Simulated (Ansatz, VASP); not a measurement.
This is a calculation of Te for Ansatz 0.2.0.

File input.yaml:

```yaml
crystal:
  lattice:
    - [2.2904280083, 1.3223792272, 1.6796046794]
    - [-2.2904280083, 1.3223792272, 1.6796046794]
    - [0.0, -2.6447584544, 1.6796046794]
  atoms:
    - { symbol: Te, position: [0.5, 0.5, 0.5], spin: 1.0 }
kpoints:
  mp_grid: { grid: [9, 9, 9] }
scf:
  occupations: { method: gaussian, width: 0.05 }
hamiltonian:
  xc: { exchange: pbesol, correlation: pbe }
  pseudopotentials:
    kind: all_electron
    lapw: { basis_error: 0.001 }
    dirac_shells: { Te: ["3p", "3d"] }
magnetization:
  spin_polarized: true
  initial_magnetization: 1.0
  spin_locking: { lock_magnetization: hard }
output:
  forces: true
  stress: true
  eigenvalues: true
```

Potentials or basis: all-electron LAPW, inner shells corrected to Dirac's equation.

The run is started by

```sh
$ ansatz run input.yaml --threads 1 --pin off --max-ram 2560MiB --backend cpu --events-out ev --progress --plain --runs-dir out
```

Set up the same calculation for VASP 6.6.1. Potentials there: VASP PAW PBE potentials, release 64 (Te).

As run (the cutoff follows the program's own potentials):

Contents of INCAR:

```
PREC     = Accurate       # precision mode
ENCUT    = 500            # plane-wave cutoff, eV
EDIFF    = 1E-6           # SCF threshold, eV
ISMEAR   = 0              # smearing method
SIGMA    = 0.05           # smearing width, eV
LREAL    = F              # projectors in reciprocal space
LASPH    = T              # aspherical terms in the spheres
NELM     = 200            # most SCF steps
ALGO     = Normal         # electronic algorithm
ISIF     = 2              # what is computed and relaxed
LWAVE    = F              # write WAVECAR
LCHARG   = F              # write CHGCAR
ISPIN    = 2              # spin polarisation
MAGMOM   = 1              # initial moments
LORBIT   = 11             # projections on sites
NUPDOWN  = 1.0            # fixed moment
GGA      = LIBXC          # functional
LIBXC1   = GGA_X_PBE_SOL
LIBXC2   = GGA_C_PBE    
NBANDS   = 13             # bands
GGA_COMPAT= F
```

File KPOINTS:

```
regular mesh
0
Gamma
  9 9 9
```

The input POSCAR:

```
Te
1.0
    2.2904280083      1.3223792272      1.6796046794
   -2.2904280083      1.3223792272      1.6796046794
    0.0000000000     -2.6447584544      1.6796046794
Te
1
Direct
    0.5000000000      0.5000000000      0.5000000000
```

Potentials or basis: VASP PAW PBE potentials, release 64 (Te).

Launch:

```console
$ cat potpaw_PBE.64/Te/POTCAR > POTCAR
$ mpirun -np 1 vasp_std > vasp.out
```

Both were run:

|  | VASP | Ansatz | Ansatz less VASP |
| --- | --- | --- | --- |
| pressure (GPa) | 5.0 | 5.0 | -0.01 |
| traceless stress, the component that is largest in VASP (GPa) | -0.83 | -0.82 | +0.009 |
| size of the moment on the site where the two differ most (μB) | 0.58 | 0.82 | +0.238 |

VASP's potentials were made for PBE, not for pbesol exchange, pbe correlation. Site moments also hang on the region over which each program counts them. Ansatz ran all-electron here, and VASP with PAW potentials.

Neither program's run includes spin-orbit coupling.
